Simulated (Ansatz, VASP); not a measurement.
# One calculation of ZrO2, two programs

```
Zr O
1.0
     0.00000    2.53213    2.53213
     2.53213    0.00000    2.53213
     2.53213    2.53213    0.00000
Zr O
1 2
Direct
  0.00000 0.00000 0.00000
  0.25000 0.25000 0.25000
  0.75000 0.75000 0.75000
```

Alike in both runs: functional PBEsol; k mesh 8 × 8 × 8; occupations gaussian, width 0.02 eV; no spin polarisation.

Ansatz relaxed the structure, and its values are those at the end. VASP's run is a single point on that final structure, the one shown.

```csv
,VASP,Ansatz
version,VASP 6.6.1,Ansatz 0.2.0
potentials or method,"VASP PAW PBE potentials, release 64 (Zr_sv, O), cutoff 600 eV","scalar-relativistic, plane waves, PAW"
valence electrons in the cell,24,24
```

|  | VASP | Ansatz | Ansatz less VASP |
| --- | --- | --- | --- |
| gap on the k mesh at the Fermi level (eV) | 3.32 | 3.33 | +0.005 |
| least direct gap on the mesh (eV) | 3.76 | 3.76 | +0.003 |
| pressure (GPa) | 0.2 | 0.0 | -0.24 |

VASP's potentials were made for PBE, not for PBEsol.
